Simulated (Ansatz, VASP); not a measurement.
## One calculation of ReS, two programs

```xyz
2
Lattice="0.0000 2.6183 2.6183 2.6707 0.0000 2.6183 2.6707 2.6183 0.0000" Properties=species:S:1:pos:R:3 pbc="T T T"
Re    0.0000    0.0000    0.0000
S     1.3353    1.3092    1.3092
```

Change from the starting cell: strain e1 = +0.02, atoms carried along.

Alike in both runs: task single point; functional PBE; k mesh 12 × 12 × 12; occupations gaussian, width 0.05 eV; collinear spin.

```csv
,VASP,Ansatz
version,VASP 6.6.1,Ansatz 0.2.0
potentials or method,"VASP PAW PBE potentials, release 64 (Re, S), cutoff 520 eV","scalar-relativistic, plane waves, PAW"
valence electrons in the cell,13,21
```

Ansatz gave:

| Quantity | Value |
| --- | --- |
| gap on the k mesh at the Fermi level (eV) | none |
| pressure (GPa) | -3.4 |
| traceless stress, the component that is largest in VASP (GPa) | 0.96 |
| net moment per atom (μB) | 0.00 |

**Question.** Which values does VASP return?

**Answer.** gap on the k mesh at the Fermi level (eV): none; pressure (GPa): -2.3; traceless stress, the component that is largest in VASP (GPa): 0.98; net moment per atom (μB): 0.00.

A gap of «none» marks a metal or a gap that the smearing closes. VASP's potentials hold 13 valence electrons a cell and Ansatz's 21, so a difference there can come from the potentials and not from the codes. Ansatz's warnings: seeded moment not kept.

Spin-orbit coupling is off throughout.
